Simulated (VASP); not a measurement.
Here is a VASP 6.6.1 calculation.

File INCAR:

```
SYSTEM = O
  PREC = Accurate
  ENCUT = 520
  EDIFF = 1E-6
  ISMEAR = -1
  SIGMA = 0.03
  LREAL = .FALSE.
  LASPH = .TRUE.
  NELM = 100
  ALGO = Normal
  ISIF = 2
  LWAVE = .FALSE.
  LCHARG = .FALSE.
  GGA = PS
  NBANDS = 13
```

KPOINTS

```
Automatic mesh
0
G
  6 6 4
  0 0 0
```

POSCAR

```
O
1.0
    2.8514028533     -1.6624159400      0.0000000000
    2.8514028533      1.6624159400      0.0000000000
   -2.3944914034      0.0000000000      3.6470501824
O
2
Direct
    0.9745461700      0.9745461700      0.8444259800
    0.0254538300      0.0254538300      0.1555740200
```

Potentials or basis: VASP PAW PBE potentials, release 64 (O).

The run is started by

```bash
$ cat potpaw_PBE.64/O/POTCAR > POTCAR
$ mpirun -np 1 vasp_std > vasp.out
```

Question: What does it give for the largest force?

Answer: 0.433 eV/Å.

Question: What does it give for the pressure?

Answer: -1.8 GPa.

Question: Estimate the band gap on the k mesh.

Answer: Zero (bands 6 and 7 overlap by 0.25 eV).

Forces in eV/Å, atoms in the order of the input:
```
O    0.005  0.000 -0.433
O   -0.005  0.000  0.433
```

Caveat: the k points lie up to 0.43 Å⁻¹ apart; the standard files for N, O and F lose accuracy on very short bonds; spin is off for a triplet molecule; this functional lacks dispersion, which holds the molecules together, so the pressure and a relaxed volume are unreliable; the PAW data sets were made with another functional, which shifts forces and pressure a little.
